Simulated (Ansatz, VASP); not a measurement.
# One calculation of AlRu, two programs

```xyz
2
Lattice="2.9916 0.0000 0.0000 0.0000 2.9916 0.0000 0.0000 0.0000 2.9916" Properties=species:S:1:pos:R:3 pbc="T T T"
Ru    1.4958    1.4958    1.4958
Al    0.0000    0.0000    0.0000
```

Alike in both runs: task single point; functional PBE; k mesh 9 × 9 × 9; occupations gaussian, width 0.015 eV; no spin polarisation.

|  | VASP | Ansatz |
| --- | --- | --- |
| version | VASP 6.6.1 | Ansatz 0.2.0 |
| potentials or method | VASP PAW PBE potentials, release 64 (Ru_pv, Al) | Ansatz PAW |
| plane-wave cutoff (eV) | 520 | 420 |
| valence electrons in the cell | 17 | 19 |

|  | VASP | Ansatz | Ansatz less VASP |
| --- | --- | --- | --- |
| gap on the k mesh at the Fermi level (eV) | none | none | - |
| pressure (GPa) | 2.5 | 2.5 | -0.01 |

A gap of «none» marks a metal or a gap that the smearing closes. With one functional, cell and mesh, what is left measures potentials, basis and numerics. VASP's potentials hold 17 valence electrons a cell and Ansatz's 19, so a difference there can come from the potentials and not from the codes.
